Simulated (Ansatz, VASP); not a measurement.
## Two plane-wave programs on MnSb

```
Mn Sb
1.0
     0.00000    2.79502    2.79502
     2.79502    0.00000    2.79502
     2.79502    2.79502    0.00000
Mn Sb
1 1
Cartesian
  0.0000 0.0000 0.0000
  2.7950 2.7950 2.7950
```

Alike in both runs: task single point; functional PBE; k mesh 12 × 12 × 12; occupations fermi-dirac, width 0.08 eV; no spin polarisation.

|  | VASP | Ansatz |
| --- | --- | --- |
| version | VASP 6.6.1 | Ansatz 0.2.0 |
| potentials or method | VASP PAW PBE potentials, release 64 (Mn_pv, Sb) | PAW with Ansatz's default frozen-core files, scalar-relativistic |
| plane-wave cutoff (eV) | 520 | 420 |
| valence electrons in the cell | 18 | 30 |

Ansatz gave:

- pressure (GPa): -13.5

Problem. Which values does VASP return?

Solution. Pressure (GPa): -13.6.

With one functional, cell and mesh, what is left measures potentials, basis and numerics. VASP's potentials hold 18 valence electrons a cell and Ansatz's 30, so a difference there can come from the potentials and not from the codes.

Spin-orbit coupling is off throughout.
